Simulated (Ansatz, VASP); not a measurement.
Al12H: VASP beside Ansatz

File INCAR:

```
SYSTEM = Al12H
PREC     = Accurate       ! precision mode
ENCUT    = 520            ! plane-wave cutoff, eV
EDIFF    = 1E-7           ! SCF threshold, eV
ISMEAR   = 0              ! smearing method
SIGMA    = 0.1            ! smearing width, eV
LREAL    = .FALSE.        ! projectors in reciprocal space
LASPH    = .TRUE.         ! aspherical terms in the spheres
NELM     = 150            ! most SCF steps
ALGO     = Normal         ! electronic algorithm
ISIF     = 2              ! what is computed and relaxed
LWAVE    = .FALSE.        ! write WAVECAR
LCHARG   = .FALSE.        ! write CHGCAR
ISPIN    = 2              ! spin polarisation
MAGMOM   = 0 0 0 0 0 0 0 0 0 0 0 0 1 ! initial moments
LORBIT   = 11             ! projections on sites
LDIPOL   = .TRUE.       
IDIPOL   = 3            
DIPOL    = 0.5 0.5 0.306
GGA      = PE             ! functional
NBANDS   = 34             ! bands
```

Contents of KPOINTS:

```
regular mesh
0
G
  6 6 1
  0 0 0
```

POSCAR

```
Al12H
1.0
    5.7143028096      0.0000000000      0.0000000000
   -2.8571514048      4.9487313980      0.0000000000
    0.0000000000      0.0000000000     21.6016424764
Al H
12 1
Direct
    0.3333333333      0.1666666667      0.1851711047
    0.3333333333      0.6666666667      0.1851711047
    0.8333333333      0.1666666667      0.1851711047
    0.8333333333      0.6666666667      0.1851711047
    0.1666666667      0.3333333333      0.2916873740
    0.1666666667      0.8333333333      0.2916873740
    0.6666666667      0.3333333333      0.2916873740
    0.6666666667      0.8333333333      0.2916873740
    0.0000000000      0.0000000000      0.3981939098
    0.0000000000      0.5000000000      0.3981939098
    0.5000000000      0.0000000000      0.3981939098
    0.5000000000      0.5000000000      0.3981939098
    0.3333333333     -0.3333333333      0.4755028460
```

Input for Ansatz:

```yaml
crystal:
  lattice:
    - [5.7143028096, 0.0, 0.0]
    - [-2.8571514048, 4.948731398, 0.0]
    - [0.0, 0.0, 21.6016424764]
  atoms:
    - { symbol: Al, position: [0.3333333333, 0.1666666667, 0.1851711047] }
    - { symbol: Al, position: [0.3333333333, 0.6666666667, 0.1851711047] }
    - { symbol: Al, position: [0.8333333333, 0.1666666667, 0.1851711047] }
    - { symbol: Al, position: [0.8333333333, 0.6666666667, 0.1851711047] }
    - { symbol: Al, position: [0.1666666667, 0.3333333333, 0.291687374] }
    - { symbol: Al, position: [0.1666666667, 0.8333333333, 0.291687374] }
    - { symbol: Al, position: [0.6666666667, 0.3333333333, 0.291687374] }
    - { symbol: Al, position: [0.6666666667, 0.8333333333, 0.291687374] }
    - { symbol: Al, position: [0.0, 0.0, 0.3981939098] }
    - { symbol: Al, position: [0.0, 0.5, 0.3981939098] }
    - { symbol: Al, position: [0.5, 0.0, 0.3981939098] }
    - { symbol: Al, position: [0.5, 0.5, 0.3981939098] }
    - { symbol: H, position: [0.3333333333, -0.3333333333, 0.475502846], spin: 1.0 }
basis:
  ecutwfc: 420
kpoints:
  mp_grid: { grid: [6, 6, 1] }
hamiltonian:
  xc: pbe
scf:
  occupations: { method: gaussian, width: 0.1 }
output:
  forces: true
  eigenvalues: true
  populations: true
magnetization:
  spin_polarized: true
efield:
  axis: 3
  dipole_correction: true
  ramp_width: 0.04
```

Alike in both runs: task single point; functional PBE; k mesh 6 × 6 × 1; occupations gaussian, width 0.1 eV; collinear spin.

```csv
,VASP,Ansatz
version,VASP 6.6.1,Ansatz 0.2.0
potentials or method,"VASP PAW PBE potentials, release 64 (Al, H), cutoff 520 eV","scalar-relativistic, plane waves, PAW"
valence electrons in the cell,37,37
```

```tsv
	VASP	Ansatz	Ansatz less VASP
gap on the k mesh at the Fermi level (eV)	none	none	-
rms of the force components (eV/Å)	0.257	0.257	0.0000
net moment per atom (μB)	0.00	0.00	0.000
```

Atom by atom the forces differ by 0.001 eV/Å (rms over components). A gap of «none» marks a metal or a gap that the smearing closes. Ansatz's warnings: seeded moment not kept.
